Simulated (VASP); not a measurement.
# Bi (R-3m) in VASP: single point with PBE

Aim: the single point of Bi with PBE.

Everything below comes from runs of VASP 6.6.1. Logs are shortened: lines on timing, memory, paths and dates and some standing lists are left out, and cuts for length are marked.

## Step 1: The cell of the first run

The structure is trigonal, space group R-3m (No. 166). The conventional cell has a = 4.202 Å, b = 4.202 Å, c = 11.689 Å, α = 90.00°, β = 90.00°, γ = 120.00°. Within 3.7 Å of Bi (site symmetry 3m) lie 6 Bi at 2.81 to 3.46 Å.

## Step 2: Single point, PBE (As replaced by Bi, lengths x 1.146, strained)

INCAR reads:

```
PREC = Accurate ; ENCUT = 520
EDIFF = 1E-6 ; ISMEAR = 0
SIGMA = 0.1 ; LREAL = F
LASPH = T ; NELM = 60
ALGO = Normal ; ISIF = 2
LWAVE = F ; LCHARG = F
GGA = PE ; NBANDS = 22
```

KPOINTS reads:

```
Automatic mesh
0
Gamma
  12 12 12
```

POSCAR reads:

```
Bi
1.0
    2.1012340492      1.2131480439      3.8964866208
   -2.1012340492      1.2131480439      3.8964866208
    0.0000000000     -2.4262960879      3.8964866208
Bi
2
Direct
    0.2275400000      0.2275400000      0.2275400000
    0.7724600000      0.7724600000      0.7724600000
```

Potentials or basis: VASP PAW PBE potentials, release 64 (Bi_d).

Command:

```console
$ cat potpaw_PBE.64/Bi_d/POTCAR > POTCAR
$ mpirun -np 1 vasp_std > vasp.out
```

OUTCAR:

```text
PREC = Accurate
   ENCUT = 520
   EDIFF = 1E-6
   ISMEAR = 0
   LREAL = F
   LASPH = T
   NELM = 60
   ISIF = 2
   GGA = PE

 ion  position               nearest neighbor table
   1  0.228  0.228  0.228-   2 2.81   2 2.81   2 2.81   2 3.46   2 3.46   2 3.46
   2  0.772  0.772  0.772-   1 2.81   1 2.81   1 2.81   1 3.46   1 3.46   1 3.46

  LATTYP: Found a trigonal (rhomboedric) cell.
 ALAT       =     4.5901547569
 COS(alpha) =     0.5808936906

  Lattice vectors:

 A1 = (   2.1012340492,   1.2131480439,   3.8964866208)
 A2 = (  -2.1012340492,   1.2131480439,   3.8964866208)
 A3 = (   0.0000000000,  -2.4262960879,   3.8964866208)

Analysis of symmetry for initial positions (statically):
=====================================================================
 Subroutine PRICEL returns:
 Original cell was already a primitive cell.

 Routine SETGRP: Setting up the symmetry group for a
 trigonal (rhombohedral) supercell.

 Subroutine GETGRP returns: Found 12 space group operations
 (whereof 12 operations were pure point group operations)
 out of a pool of 12 trial point group operations.

The static configuration has the point symmetry D_3d.

Analysis of symmetry for dynamics (positions and initial velocities):
=====================================================================
 Subroutine PRICEL returns:
 Original cell was already a primitive cell.

 Routine SETGRP: Setting up the symmetry group for a
 trigonal (rhombohedral) supercell.

 Subroutine GETGRP returns: Found 12 space group operations
 (whereof 12 operations were pure point group operations)
 out of a pool of 12 trial point group operations.

The dynamic configuration has the point symmetry D_3d.

 Subroutine INISYM returns: Found 12 space group operations
 (whereof 12 operations are pure point group operations),
 and found     1 'primitive' translations

----------------------------------------------------------------------------------------

                                     Primitive cell

  volume of cell :      59.5954

  direct lattice vectors                    reciprocal lattice vectors
     2.101234049  1.213148044  3.896486621     0.237955405  0.137383617  0.085547152
    -2.101234049  1.213148044  3.896486621    -0.237955405  0.137383617  0.085547152
     0.000000000 -2.426296088  3.896486621     0.000000000 -0.274767235  0.085547152

  length of vectors
     4.590154757  4.590154757  4.590154757     0.287776560  0.287776560  0.287776560

  position of ions in fractional coordinates (direct lattice)
     0.227540000  0.227540000  0.227540000
     0.772460000  0.772460000  0.772460000

  ion indices of the primitive-cell ions
   primitive index   ion index
                 1           1
                 2           2

----------------------------------------------------------------------------------------

 KPOINTS: Automatic mesh

Automatic generation of k-mesh.
 Grid dimensions read from file:
 generate k-points for:   12   12   12

 Generating k-lattice:

  Cartesian coordinates                     Fractional coordinates (reciprocal lattice)
     0.019829617  0.011448635  0.007128929     0.083333333 -0.000000000 -0.000000000
    -0.019829617  0.011448635  0.007128929    -0.000000000  0.083333333 -0.000000000
     0.000000000 -0.022897270  0.007128929    -0.000000000 -0.000000000  0.083333333

  Length of vectors
     0.023981380  0.023981380  0.023981380

  Shift w.r.t. Gamma in fractional coordinates (k-lattice)
     0.000000000  0.000000000  0.000000000

 Subroutine IBZKPT returns following result:
 ===========================================

 Found    189 irreducible k-points:

 Following reciprocal coordinates:
            Coordinates               Weight
  0.000000  0.000000  0.000000      1.000000
  0.083333  0.000000 -0.000000      6.000000
  0.166667  0.000000  0.000000      6.000000
  0.250000  0.000000  0.000000      6.000000
  0.333333 -0.000000  0.000000      6.000000
  0.416667 -0.000000  0.000000      6.000000
[... 16 lines left out ...]
  0.500000  0.166667  0.000000     12.000000
 -0.416667  0.166667  0.000000     12.000000
 [... further k-points ...]
   k-points           NKPTS =    189   k-points in BZ     NKDIM =    189   number of bands    NBANDS=     22
   number of dos      NEDOS =    301   number of ions     NIONS =      2
   total plane-waves  NPLWV =  46656
   dimension x,y,z NGX =    36 NGY =   36 NGZ =   36
   dimension x,y,z NGXF=    72 NGYF=   72 NGZF=   72
   ions per type =               2
   NGX,Y,Z   is equivalent  to a cutoff of  13.04, 13.04, 13.04 a.u.
   NGXF,Y,Z  is equivalent  to a cutoff of  26.08, 26.08, 26.08 a.u.
 SYSTEM =  unknown system
   PREC   = accura    normal or accurate (medium, high low for compatibility)
   ISTART =      0    job   : 0-new  1-cont  2-samecut
   ICHARG =      2    charge: 1-file 2-atom 10-const
   ISPIN  =      1    spin polarized calculation?
   LNONCOLLINEAR =      F non collinear calculations
   LSORBIT =      F    spin-orbit coupling
   LASPH  =      T    aspherical Exc in radial PAW
   ENCUT  =  520.0 eV  38.22 Ry    6.18 a.u.   8.53  8.53  8.53*2*pi/ulx,y,z
   NELM   =     60;   NELMIN=  2; NELMDL= -5     # of ELM steps
   EDIFF  = 0.1E-05   stopping-criterion for ELM
   LREAL  =      F    real-space projection
   EDIFFG = 0.1E-04   stopping-criterion for IOM
   NSW    =      0    number of steps for IOM
   IBRION =     -1    ionic relax: 0-MD 1-quasi-New 2-CG
   NFREE  =      0    steps in history (QN), initial steepest desc. (CG)
   ISIF   =      2    stress and relaxation
   ISYM   =      2    0-nonsym 1-usesym 2-fastsym
   POTIM  = 0.5000    time-step for ionic-motion
   TEBEG  =    0.0;   TEEND  =   0.0 temperature during run
   PSTRESS=    0.0 pullay stress
   NELECT =      30.0000    total number of electrons
   NUPDOWN=      -1.0000    fix difference up-down
   EMIN   =  10.00;   EMAX   =-10.00  energy-range for DOS
   EFERMI =   0.00;   METHOD = LEGACY
   ISMEAR =     0;   SIGMA  =   0.10  broadening in eV -4-tet -1-fermi 0-gaus
   EFERMI_NEDOS =   21; number of points for ismear=-14 and -15
   IALGO  =     38    algorithm
   IMIX   =      4    mixing-type and parameters
     AMIX     =   0.40;   BMIX     =  1.00
     AMIX_MAG =   1.60;   BMIX_MAG =  1.00
  volume/ion in A,a.u.               =      29.80       201.08
  Fermi-wavevector in a.u.,A,eV,Ry     =   1.302300  2.460990 23.075279  1.695985
  Thomas-Fermi vector in A             =   2.433377
   LORBIT       =      0    0 simple, 1 ext, 2 COOP (PROOUT), +10 PAW based schemes
   GGA     = PE    functional components
   LHFCALC =     F    Hartree Fock is set to
   AEXX    =    0.0000 exact exchange contribution
   IVDW    =     0    specifies the selected vdW correction
   LEPSILON=     F    determine dielectric tensor
   LRPA    =     F    only Hartree local field effects (RPA)
 non-spin polarized calculation
 Gauss-broadening in eV      SIGMA  =   0.10
  energy-cutoff  :      520.00
  volume of cell :       59.60
 maximum number of plane-waves:      1619
 NGX is ok and might be reduce to    36
   NGX = 17   NGY = 17   NGZ = 17

 number of electron      30.0000001 magnetization

 Free energy of the ion-electron system (eV)
  ---------------------------------------------------
  ext. energy  EPLUGINS =         0.00000000
  ---------------------------------------------------
  free energy    TOTEN  =        -6.93429940 eV

  energy without entropy =       -6.93320182  energy(sigma->0) =       -6.93375061

 E-fermi :   8.6640     XC(G=0): -10.2836

 val. band max:        8.6332125274   @ k =   0.4167   0.0833   0.0833
 cond. band min:       8.7914204117   @ k =  -0.4167   0.5000   0.4167
 fundamental gap:      0.1582078843
 Fermi energy:         8.6639696309

 k-point     1 :       0.0000    0.0000    0.0000
  band No.  band energies     occupation
      1     -14.9719      2.00000
      2     -14.9719      2.00000
      3     -14.6981      2.00000
      4     -14.6981      2.00000
      5     -14.6414      2.00000
      6     -14.3264      2.00000
[... 14 lines left out ...]
     21      14.7674      0.00000
     22      14.7674      0.00000

 k-point     2 :       0.0833    0.0000   -0.0000
  band No.  band energies     occupation
      1     -14.9657      2.00000
      2     -14.9614      2.00000
      3     -14.6947      2.00000
      4     -14.6896      2.00000
      5     -14.6354      2.00000
      6     -14.3327      2.00000
[... 14 lines left out ...]
     21      14.7617      0.00000
     22      15.5098      0.00000

 k-point     3 :       0.1667    0.0000    0.0000
  band No.  band energies     occupation
      1     -14.9482      2.00000
      2     -14.9304      2.00000
      3     -14.6869      2.00000
      4     -14.6653      2.00000
      5     -14.6164      2.00000
      6     -14.3547      2.00000
[... 14 lines left out ...]
     21      14.9948      0.00000
     22      16.9631      0.00000

 k-point     4 :       0.2500    0.0000    0.0000
  band No.  band energies     occupation
      1     -14.9224      2.00000
      2     -14.8807      2.00000
      3     -14.6782      2.00000
      4     -14.6282      2.00000
      5     -14.5840      2.00000
      6     -14.3946      2.00000
[... 14 lines left out ...]
     21      15.6210      0.00000
     22      18.7589      0.00000

 k-point     5 :       0.3333   -0.0000    0.0000
  band No.  band energies     occupation
      1     -14.8939      2.00000
      2     -14.8158      2.00000
      3     -14.6707      2.00000
      4     -14.5826      2.00000
      5     -14.5448      2.00000
      6     -14.4465      2.00000
[... 14 lines left out ...]
     21      16.5625      0.00000
     22      19.2466      0.00000

 k-point     6 :       0.4167   -0.0000    0.0000
  band No.  band energies     occupation
      1     -14.8708      2.00000
      2     -14.7434      2.00000
      3     -14.6655      2.00000
      4     -14.5492      2.00000
      5     -14.5339      2.00000
      6     -14.4564      2.00000
[... 14 lines left out ...]
     21      17.7105      0.00000
     22      17.8455      0.00000

 k-point     7 :       0.5000    0.0000    0.0000
  band No.  band energies     occupation
      1     -14.8617      2.00000
      2     -14.6967      2.00000
      3     -14.6633      2.00000
      4     -14.5881      2.00000
      5     -14.4970      2.00000
      6     -14.4656      2.00000
[... 324 lines left out ...]
      6     -14.3850      2.00000
[... 14 lines left out ...]
     21      16.2418      0.00000
     22      16.9920      0.00000

 k-point    21 :       0.3333    0.1667    0.0000
  band No.  band energies     occupation
      1     -14.9330      2.00000
      2     -14.8213      2.00000
      3     -14.6679      2.00000
      4     -14.6300      2.00000
      5     -14.5477      2.00000
      6     -14.4280      2.00000
[... 14 lines left out ...]
     21      17.1792      0.00000
     22      18.2184      0.00000

 k-point    22 :       0.4167    0.1667   -0.0000
  band No.  band energies     occupation
      1     -14.9070      2.00000
      2     -14.7688      2.00000
      3     -14.6415      2.00000
      4     -14.6171      2.00000
      5     -14.5019      2.00000
      6     -14.4800      2.00000
[... 14 lines left out ...]
     21      17.9080      0.00000
     22      18.4182      0.00000

 k-point    23 :       0.5000    0.1667    0.0000
  band No.  band energies     occupation
      1     -14.8881      2.00000
      2     -14.7123      2.00000
      3     -14.6358      2.00000
      4     -14.5833      2.00000
      5     -14.5293      2.00000
      6     -14.4570      2.00000
[... 14 lines left out ...]
     21      17.4139      0.00000
     22      18.4610      0.00000

 k-point    24 :      -0.4167    0.1667    0.0000
  band No.  band energies     occupation
      1     -14.8857      2.00000
      2     -14.6643      2.00000
      3     -14.6343      2.00000
      4     -14.6070      2.00000
      5     -14.5085      2.00000
      6     -14.4883      2.00000
[... 14 lines left out ...]
     21      17.0208      0.00000
     22      18.3506      0.00000

 [... further k-points ...]

------------------------ aborting loop because EDIFF is reached ----------------------------------------

  FORCE on cell =-STRESS in cart. coord.  units (eV):
  Direction    XX          YY          ZZ          XY          YZ          ZX
  --------------------------------------------------------------------------------------
  -------------------------------------------------------------------------------------
  Total        7.5393712      7.5393712      5.6739691      0.0000000     -0.0000000      0.0000000
  in kB      202.6903334    202.6903334    152.5403984      0.0000000     -0.0000000      0.0000000
  external PRESSURE =     185.9736884 kB  Pullay stress =       0.0000000 kB

 VOLUME and BASIS-vectors are now :
 -----------------------------------------------------------------------------
  energy-cutoff  :      520.00
  volume of cell :       59.60
      direct lattice vectors                 reciprocal lattice vectors
     2.101234049  1.213148044  3.896486621     0.237955405  0.137383617  0.085547152
    -2.101234049  1.213148044  3.896486621    -0.237955405  0.137383617  0.085547152
     0.000000000 -2.426296088  3.896486621     0.000000000 -0.274767235  0.085547152

 POSITION                                       TOTAL-FORCE (eV/Angst)
 -----------------------------------------------------------------------------------
      0.00000     -0.00000      2.65982         0.000000     -0.000000      2.480729
      0.00000     -0.00000      9.02964         0.000000      0.000000     -2.480729
 -----------------------------------------------------------------------------------
    total drift:                               -0.000000      0.000000     -0.000000

  FREE ENERGIE OF THE ION-ELECTRON SYSTEM (eV)
  ---------------------------------------------------
  free  energy   TOTEN  =        -6.9342994023 eV

  energy  without entropy=       -6.9332018213  energy(sigma->0) =       -6.93375061
```

It took 6.8 min on 1 thread of Intel Xeon 8259CL, shared host; peak memory 0.34 GiB.

What came out:

```
Free energy            : -6.9343 eV
Pressure               : 18.6 GPa
Largest force          : 2.481 eV/Å
Band gap on the k mesh : zero (bands 15 and 16 overlap by 0.54 eV)
```

Forces on the atoms (eV/Å):
```
Bi   0.000  0.000  2.481
Bi   0.000  0.000 -2.481
```

Levels at points of the mesh, in eV from the Fermi level:
| k point | band 13 | band 14 | band 15 | band 16 | band 17 | band 18 |
| --- | --- | --- | --- | --- | --- | --- |
| (0.00, 0.00, 0.00) | -2.26 | -1.54 | -1.54 | 1.85 | 2.99 | 2.99 |
| (0.50, 0.00, 0.00) | -2.44 | -2.13 | -0.42 | -0.42 | 0.47 | 1.48 |
| (0.50, 0.50, 0.00) | -5.70 | -3.91 | -3.68 | 1.57 | 5.67 | 6.36 |
| (0.50, 0.50, 0.50) | -1.03 | -1.01 | -1.01 | 0.97 | 0.97 | 1.56 |

Caveat: the cell differs from its parent crystal (As replaced by Bi, lengths x 1.146, strained); the stress differs along the axes, from 15 to 20 GPa; spin-orbit coupling is left out, which moves the levels of the heavy elements; forces of over 1 eV/Å act on the atoms, so gaps and moduli don't describe the material at rest.

The gap in the log of VASP goes by the Fermi energy; the results here count the filled bands.